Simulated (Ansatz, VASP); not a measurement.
## Two plane-wave programs on MgF2

File INCAR:

```
PREC     = Accurate       # precision mode
ENCUT    = 600            # plane-wave cutoff, eV
EDIFF    = 1E-7           # SCF threshold, eV
ISMEAR   = -1             # smearing method
SIGMA    = 0.02           # smearing width, eV
LREAL    = False          # projectors in reciprocal space
LASPH    = True           # aspherical terms in the spheres
NELM     = 120            # most SCF steps
ALGO     = Normal         # electronic algorithm
ISIF     = 3              # what is computed and relaxed
LWAVE    = False          # write WAVECAR
LCHARG   = False          # write CHGCAR
GGA      = PS             # functional
IBRION   = 2              # ionic algorithm
NSW      = 80             # ionic steps
EDIFFG   = -0.01          # ionic threshold
GGA_COMPAT= False        
NELMIN   = 4
```

Contents of KPOINTS:

```
Automatic mesh
0
Gamma
  6 6 8
```

Contents of POSCAR:

```
MgF2
1.0
    4.6250000000      0.0000000000      0.0000000000
    0.0000000000      4.6250000000      0.0000000000
    0.0000000000      0.0000000000      3.0520000000
Mg F
2 4
Direct
    0.0000000000      0.0000000000      0.0000000000
    0.5000000000      0.5000000000      0.5000000000
    0.3030000000      0.3030000000      0.0000000000
    0.1970000000      0.8030000000      0.5000000000
    0.6970000000      0.6970000000      0.0000000000
    0.8030000000      0.1970000000      0.5000000000
```

Input for Ansatz:

```yaml
crystal:
  lattice:
    - [4.625, 0.0, 0.0]
    - [0.0, 4.625, 0.0]
    - [0.0, 0.0, 3.052]
  atoms:
    - { symbol: Mg, position: [0.0, 0.0, 0.0] }
    - { symbol: Mg, position: [0.5, 0.5, 0.5] }
    - { symbol: F, position: [0.303, 0.303, 0.0] }
    - { symbol: F, position: [0.197, 0.803, 0.5] }
    - { symbol: F, position: [0.697, 0.697, 0.0] }
    - { symbol: F, position: [0.803, 0.197, 0.5] }
  symmetry: { tolerance: 0.0003 }
hamiltonian:
  xc: pbesol
  pseudopotentials: { kind: paw, azcp: { folder: soft_1 } }
basis:
  ecutwfc: 420
magnetization:
  spin_polarized: false
scf:
  occupations: { method: fermi_dirac, width: 0.02 }
kpoints:
  mp_grid: { grid: [6, 6, 8], shift: [0, 0, 0] }
output:
  forces: true
  stress: true
  eigenvalues: true
relax:
  max_steps: 60
  cell: {}
```

Alike in both runs: task relaxation of cell and atoms; functional PBEsol; k mesh 6 × 6 × 8; occupations fermi-dirac, width 0.02 eV; no spin polarisation.

```csv
,VASP,Ansatz
version,VASP 6.6.1,Ansatz 0.2.0
potentials or method,"VASP PAW PBE potentials, release 64 (Mg, F), cutoff 600 eV",PAW plane waves
valence electrons in the cell,32,48
```

Ansatz gave:

* gap on the k mesh at the Fermi level, each at its own relaxed structure (eV): 6.89
* relaxed volume (Å³/atom): 10.99
* relaxed length of the cell vector where the two differ most in proportion (Å): 3.063

Which values does VASP return?

gap on the k mesh at the Fermi level, each at its own relaxed structure (eV): 6.93; relaxed volume (Å³/atom): 10.88; relaxed length of the cell vector where the two differ most in proportion (Å): 3.052.

VASP's potentials were made for PBE, not for PBEsol, and Ansatz warns of the same on its side. VASP's potentials hold 32 valence electrons a cell and Ansatz's 48, so a difference there can come from the potentials and not from the codes.
